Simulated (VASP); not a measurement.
Write the native input for VASP 6.6.1 that does the following.

```
Task                               : single point
Functional                         : PBE-based screened hybrid with 20 % exact exchange
Potentials or basis                : VASP PAW PBE potentials, release 64 (As)
Cutoff                             : 520 eV
k mesh                             : 4 × 4 × 5
Occupations                        : fermi-dirac, width 0.05 eV
Spin                               : no spin polarisation
Dipole correction                  : no
Grid for exact exchange (PRECFOCK) : Normal
Share of exact exchange            : 0.2
Further INCAR settings             : ALGO = Normal; EDIFF = 1e-06; NBANDS = 12
Screening parameter                : 0.2 1/Å
```

Crystal: As.

```
As
1.0
     4.56640    0.00000    0.00000
    -2.28320    3.95462    0.00000
     0.00000    0.00000    2.83374
As
2
Direct
  0.33333 0.66667 0.00000
  0.66667 0.33333 0.00000
```

This isn't the form of As at room conditions, which is rhombohedral.

One way to write it, as run:

POSCAR

```
As
1.0
    4.5664000000      0.0000000000      0.0000000000
   -2.2832000000      3.9546200000      0.0000000000
    0.0000000000      0.0000000000      2.8337400000
As
2
Direct
    0.3333300000      0.6666700000      0.0000000000
    0.6666700000      0.3333300000      0.0000000000
```

INCAR.step1

```
PREC = Accurate
ENCUT = 520
EDIFF = 1E-5
ISMEAR = -1
SIGMA = 0.05
LREAL = F
LASPH = T
NELM = 60
ALGO = Normal
ISIF = 2
LWAVE = T
NBANDS = 12
GGA = PE
```

INCAR.step2

```
PREC = Accurate
ENCUT = 520
EDIFF = 1E-6
ISMEAR = -1
SIGMA = 0.05
LREAL = F
LASPH = T
NELM = 60
ALGO = Normal
ISIF = 2
LWAVE = F
LCHARG = T
GGA = PE
LHFCALC = T
AEXX = 0.2
HFSCREEN = 0.2
PRECFOCK = Normal
LELF = T
LVHAR = T
NBANDS = 12
ISTART = 1
```

KPOINTS

```
Automatic mesh
0
Gamma
  4 4 5
```

Potentials or basis: VASP PAW PBE potentials, release 64 (As).

The run is started by

```console
$ cat potpaw_PBE.64/As/POTCAR > POTCAR
$ cp INCAR.step1 INCAR
$ mpirun -np 1 vasp_std > vasp.out
$ cp INCAR.step2 INCAR
$ mpirun -np 1 vasp_std > vasp.out
```

It gave:

- Pressure: -2.6 GPa
- Band gap on the k mesh: zero (bands 5 and 6 overlap by 3.92 eV)

Caveat: the k points lie up to 0.44 Å⁻¹ apart, too coarse for converged energies and pressures of a metal; the PAW data sets were made with another functional, which shifts forces and pressure a little.

Wall time 16 min on 1 thread of Intel Xeon 8259CL (shared host), peak memory 0.28 GiB.
